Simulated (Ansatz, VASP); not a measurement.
## One calculation of Hf2SiO6, two programs

```
CELL_PARAMETERS angstrom
-1.74933 1.74933 7.47938
1.74933 -1.74933 7.47938
1.74933 1.74933 -7.47938
ATOMIC_POSITIONS crystal
Hf 0.66388 0.66388 0.00000
Hf 0.33612 0.33612 0.00000
Si 0.00000 0.00000 0.00000
O 0.07691 0.57691 0.50000
O 0.75000 0.25000 0.50000
O 0.42309 0.92309 0.50000
O 0.25000 0.75000 0.50000
O 0.92309 0.42309 0.50000
O 0.57691 0.07691 0.50000
```

Alike in both runs: functional PBE; k mesh 6 × 6 × 6; occupations gaussian, width 0.1 eV; no spin polarisation.

Ansatz relaxed the structure, and its values are those at the end. VASP's run is a single point on that final structure, the one shown.

```csv
,VASP,Ansatz
version,VASP 6.6.1,Ansatz 0.2.0
potentials or method,"VASP PAW PBE potentials, release 64 (Hf_pv, Si, O), cutoff 520 eV","scalar-relativistic, plane waves, PAW"
valence electrons in the cell,60,92
```

```csv
,VASP,Ansatz,Ansatz less VASP
gap on the k mesh at the Fermi level (eV),0.49,0.49,-0.002
least direct gap on the mesh (eV),1.13,1.14,+0.006
pressure (GPa),-2.6,0.0,+2.66
rms of the force components (eV/Å),0.056,0.001,-0.0550
```

VASP's potentials hold 60 valence electrons a cell and Ansatz's 92, so a difference there can come from the potentials and not from the codes.

The k mesh is coarse, so the values compare programs but aren't converged. Neither program's run includes spin-orbit coupling.
